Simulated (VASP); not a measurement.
# C (Fd-3m) in VASP: notebook, part 3 of 3

VASP 6.6.1.

### Step 5. Electric field gradients, PBE (5.39 Å³/atom)

This run uses another cell than the first one, of 5.39 Å³/atom.

Contents of INCAR:

```
PREC = Accurate
ENCUT = 520
EDIFF = 1E-8
ISMEAR = -1
SIGMA = 0.08
LREAL = F
LASPH = T
NELM = 100
ALGO = Normal
ISIF = 2
LWAVE = F
LCHARG = F
GGA = PE
LEFG = T
NBANDS = 11
```

Contents of KPOINTS:

```
regular mesh
0
Gamma
  20 20 20
```

Contents of POSCAR:

```
C
1.0
    0.0000000000      1.7531670408      1.7531670408
    1.7531670408      0.0000000000      1.7531670408
    1.7531670408      1.7531670408      0.0000000000
C
2
Direct
    0.5000000000      0.5000000000      0.5000000000
    0.7500000000      0.7500000000      0.7500000000
```

Potentials or basis: VASP PAW PBE potentials, release 64 (C).

Started as:

```
> cat potpaw_PBE.64/C/POTCAR > POTCAR
> mpirun -np 1 vasp_std > vasp.out
```

OUTCAR:

```text
PREC = Accurate
   ENCUT = 520
   EDIFF = 1E-8
   ISMEAR = -1
   LREAL = F
   LASPH = T
   NELM = 100
   ISIF = 2
   GGA = PE

 ion  position               nearest neighbor table
   1  0.500  0.500  0.500-   2 1.52   2 1.52   2 1.52   2 1.52
   2  0.750  0.750  0.750-   1 1.52   1 1.52   1 1.52   1 1.52

  LATTYP: Found a face centered cubic cell.
 ALAT       =     3.5063340816

  Lattice vectors:

 A1 = (   0.0000000000,   1.7531670408,   1.7531670408)
 A2 = (   1.7531670408,   0.0000000000,   1.7531670408)
 A3 = (   1.7531670408,   1.7531670408,   0.0000000000)

[... 548 lines left out ...]
  free  energy   TOTEN  =       -18.1333122918 eV

  energy  without entropy=      -18.1333122917  energy(sigma->0) =      -18.13331229

 Electric field gradients (V/A^2)
---------------------------------------------------------------------
 ion       V_xx      V_yy      V_zz      V_xy      V_xz      V_yz
---------------------------------------------------------------------
   1       0.000    -0.000     0.000     0.000     0.000     0.000
   2       0.000    -0.000     0.000     0.000     0.000     0.000
---------------------------------------------------------------------

 Electric field gradients after diagonalization (V/A^2)
 (convention: |V_zz| > |V_xx| > |V_yy|)
----------------------------------------------------------------------
 ion       V_xx      V_yy      V_zz     asymmetry (V_yy - V_xx)/ V_zz
----------------------------------------------------------------------
   1      -0.000    -0.000     0.000       0.000
   2      -0.000    -0.000     0.000       0.000
----------------------------------------------------------------------

           NMR quadrupolar parameters

 Cq : quadrupolar parameter    Cq=e*Q*V_zz/h
 eta: asymmetry parameters     (V_yy - V_xx)/ V_zz
 Q  : nuclear electric quadrupole moment in mb (millibarn)
----------------------------------------------------------------------
 ion       Cq(MHz)       eta       Q (mb)
----------------------------------------------------------------------
   1       0.000       0.000       1.000
   2       0.000       0.000       1.000
----------------------------------------------------------------------
```

OSZICAR:

```text
N       E                     dE             d eps       ncg     rms          rms(c)
DAV:   1     0.161942747975E+01    0.16194E+01   -0.48513E+03  5980   0.702E+02
DAV:   2    -0.185115735242E+02   -0.20131E+02   -0.19509E+02  7337   0.131E+02
DAV:   3    -0.188755383958E+02   -0.36396E+00   -0.36319E+00  6605   0.134E+01
DAV:   4    -0.188760782721E+02   -0.53988E-03   -0.53987E-03  6095   0.639E-01
DAV:   5    -0.188760788385E+02   -0.56643E-06   -0.56630E-06  6421   0.196E-02    0.594E+00
DAV:   6    -0.183186680867E+02    0.55741E+00   -0.29089E-01  5773   0.384E+00    0.355E+00
DAV:   7    -0.181313042607E+02    0.18736E+00   -0.35088E-01  6085   0.427E+00    0.844E-01
DAV:   8    -0.181332553545E+02   -0.19511E-02   -0.94998E-03  5920   0.741E-01    0.454E-02
DAV:   9    -0.181332915217E+02   -0.36167E-04   -0.61570E-05  6773   0.633E-02    0.257E-02
DAV:  10    -0.181333122354E+02   -0.20714E-04   -0.14684E-05  6066   0.344E-02    0.543E-03
DAV:  11    -0.181333123377E+02   -0.10230E-06   -0.25234E-07  6921   0.462E-03    0.503E-04
DAV:  12    -0.181333122996E+02    0.38039E-07   -0.15314E-08  6118   0.125E-03    0.251E-04
DAV:  13    -0.181333122918E+02    0.78289E-08   -0.55039E-10  3197   0.195E-04
   1 F= -.18133312E+02 E0= -.18133312E+02  d E =-.871385E-10
```

stdout:

```text
POSCAR found type information on POSCAR C
 POSCAR found :  1 types and       2 ions
 scaLAPACK will be used
 LDA part: xc-table for (Slater+PW92), standard interpolation
 POSCAR, INCAR and KPOINTS ok, starting setup
 FFT: planning ... GRIDC
 FFT: planning ... GRID_SOFT
 FFT: planning ... GRID
 WAVECAR not read
 entering main loop
ion   1

ion   2
```

Wall time 55 s (1 thread of AMD EPYC 7R13, shared host); peak memory 0.1 GiB.

What came out:

- Free energy: -18.1333 eV
- Pressure: 27.4 GPa
- Band gap on the k mesh: 4.25 eV (least direct gap 5.73 eV)
- Largest electric field gradient by atom: zero within the noise of the run

Caveat: the cell stands under pressure.

### Step 6. Electric field gradients, PBE (5.53 Å³/atom)

This run uses another cell than the first one, of 5.53 Å³/atom.

Contents of INCAR:

```
PREC = Accurate ; ENCUT = 520
EDIFF = 1E-8 ; ISMEAR = -1
SIGMA = 0.08 ; LREAL = F
LASPH = T ; NELM = 60
ALGO = Normal ; ISIF = 2
LWAVE = F ; LCHARG = F
GGA = PE ; LEFG = T
NBANDS = 11
```

KPOINTS is that of step 5.

Contents of POSCAR:

```
C
1.0
    0.0000000000      1.7684127368      1.7684127368
    1.7684127368      0.0000000000      1.7684127368
    1.7684127368      1.7684127368      0.0000000000
C
2
Direct
    0.5000000000      0.5000000000      0.5000000000
    0.7500000000      0.7500000000      0.7500000000
```

Potentials or basis: VASP PAW PBE potentials, release 64 (C).

Started as:

```
> cat potpaw_PBE.64/C/POTCAR > POTCAR
> mpirun -np 1 vasp_std > vasp.out
```

OUTCAR:

```text
PREC = Accurate
   ENCUT = 520
   EDIFF = 1E-8
   ISMEAR = -1
   LREAL = F
   LASPH = T
   NELM = 60
   ISIF = 2
   GGA = PE

 ion  position               nearest neighbor table
   1  0.500  0.500  0.500-   2 1.53   2 1.53   2 1.53   2 1.53
   2  0.750  0.750  0.750-   1 1.53   1 1.53   1 1.53   1 1.53

  LATTYP: Found a face centered cubic cell.
 ALAT       =     3.5368254736

  Lattice vectors:

 A1 = (   0.0000000000,   1.7684127368,   1.7684127368)
 A2 = (   1.7684127368,   0.0000000000,   1.7684127368)
 A3 = (   1.7684127368,   1.7684127368,   0.0000000000)

Analysis of symmetry for initial positions (statically):
=====================================================================
 Subroutine PRICEL returns:
 Original cell was already a primitive cell.

 Routine SETGRP: Setting up the symmetry group for a
 face centered cubic supercell.

[... 524 lines left out ...]
  energy-cutoff  :      520.00
  volume of cell :       11.06
      direct lattice vectors                 reciprocal lattice vectors
     0.000000000  1.768412737  1.768412737    -0.282739425  0.282739425  0.282739425
     1.768412737  0.000000000  1.768412737     0.282739425 -0.282739425  0.282739425
     1.768412737  1.768412737  0.000000000     0.282739425  0.282739425 -0.282739425

 POSITION                                       TOTAL-FORCE (eV/Angst)
 -----------------------------------------------------------------------------------
      1.76841      1.76841      1.76841        -0.000000     -0.000000     -0.000000
      2.65262      2.65262      2.65262         0.000000      0.000000      0.000000
 -----------------------------------------------------------------------------------
    total drift:                                0.000000     -0.000000      0.000000

  FREE ENERGIE OF THE ION-ELECTRON SYSTEM (eV)
  ---------------------------------------------------
  free  energy   TOTEN  =       -18.1703240428 eV

  energy  without entropy=      -18.1703240427  energy(sigma->0) =      -18.17032404

 Electric field gradients (V/A^2)
---------------------------------------------------------------------
 ion       V_xx      V_yy      V_zz      V_xy      V_xz      V_yz
---------------------------------------------------------------------
   1       0.000    -0.000     0.000    -0.000    -0.000    -0.000
   2       0.000    -0.000     0.000    -0.000    -0.000    -0.000
---------------------------------------------------------------------

 Electric field gradients after diagonalization (V/A^2)
 (convention: |V_zz| > |V_xx| > |V_yy|)
----------------------------------------------------------------------
 ion       V_xx      V_yy      V_zz     asymmetry (V_yy - V_xx)/ V_zz
----------------------------------------------------------------------
   1       0.000     0.000    -0.000       0.000
   2       0.000     0.000    -0.000       0.000
----------------------------------------------------------------------

           NMR quadrupolar parameters

 Cq : quadrupolar parameter    Cq=e*Q*V_zz/h
 eta: asymmetry parameters     (V_yy - V_xx)/ V_zz
 Q  : nuclear electric quadrupole moment in mb (millibarn)
----------------------------------------------------------------------
 ion       Cq(MHz)       eta       Q (mb)
----------------------------------------------------------------------
   1      -0.000       0.000       1.000
   2      -0.000       0.000       1.000
----------------------------------------------------------------------
```

It took 63 s on 1 thread of AMD EPYC 7R13, shared host; peak memory 0.1 GiB.

What came out:

| Quantity | Value |
| --- | --- |
| Free energy | -18.1703 eV |
| Pressure | 14.2 GPa |
| Band gap on the k mesh | 4.19 eV (least direct gap 5.66 eV) |
| Largest electric field gradient by atom | zero within the noise of the run |

Levels at points of the mesh, in eV from the valence-band top:
```
           k point  band 2  band 3  band 4  band 5  band 6  band 7
(0.00, 0.00, 0.00)    0.00    0.00    0.00    5.66    5.66    5.66
(0.50, 0.00, 0.00)  -13.66   -2.87   -2.87    8.57    8.57    9.19
(0.50, 0.50, 0.00)  -12.94   -6.45   -6.45    4.81    4.81   17.20
```

Caveat: the cell stands under pressure.

### Step 7. Overview

```tsv
level	potentials or basis	cell	gap on the mesh (eV)	pressure (GPa)
LDA	VASP PAW LDA potentials, release 64 (C)	a = 2.522 Å, angles 60.0°, 2 atoms	4.10	-11.7
PBEsol	VASP PAW PBE potentials, release 64 (C)	a = 2.522 Å, angles 60.0°, 2 atoms	4.01	-3.8
r2SCAN	VASP PAW PBE potentials, release 64 (C)	a = 2.522 Å, angles 60.0°, 2 atoms	4.32	-1.4
PBE	VASP PAW PBE potentials, release 64 (C)	a = 2.479 Å, angles 60.0°, 2 atoms	4.25	27.4
PBE	VASP PAW PBE potentials, release 64 (C)	a = 2.501 Å, angles 60.0°, 2 atoms	4.19	14.2
```

Alike in all rows: task electric field gradients; no spin polarisation; k mesh 20 × 20 × 20; cutoff (eV) 520; smearing fermi-dirac 0.08 eV.

Caveats: the cell stands under tension (at least some runs); the PAW data sets were made with another functional, which shifts forces and pressure a little (at least some runs); the cell stands under pressure (at least some runs).

Absolute energies hang on the potentials; compare differences alone.
